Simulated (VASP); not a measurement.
Runs of VASP 6.6.1 on KTaO3. The structure is that of space group Pm-3m (No. 221), or close to it. The cells are those of the table. 

```tsv
cell	gap on the mesh (eV)	pressure (GPa)
a = 4.129 Å, 5 atoms	1.94	(a)
a = 3.915 Å, 5 atoms	2.30	19.7
a = 4.107, b = 4.107, c = 3.866 Å, 5 atoms	(b)	1.9
a = 3.997, b = 3.997, c = 4.245 Å, 5 atoms	1.95	(c)
a = 3.970 Å, 5 atoms	2.21	9.1
```

Alike in all rows: task single point; level PBE; potentials or basis VASP PAW PBE potentials, release 64 (K_sv, Ta_pv, O); no spin polarisation; k mesh 8 × 8 × 8; cutoff (eV) 520; smearing gaussian 0.05 eV.

Fill in the values left out.

(a) -11.8; (b) 2.00; (c) -5.2.

Caveats: spin-orbit coupling is left out, which moves the levels of the heavy elements.

A k mesh can miss the band edges, and the runs leave out spin-orbit coupling on Ta.
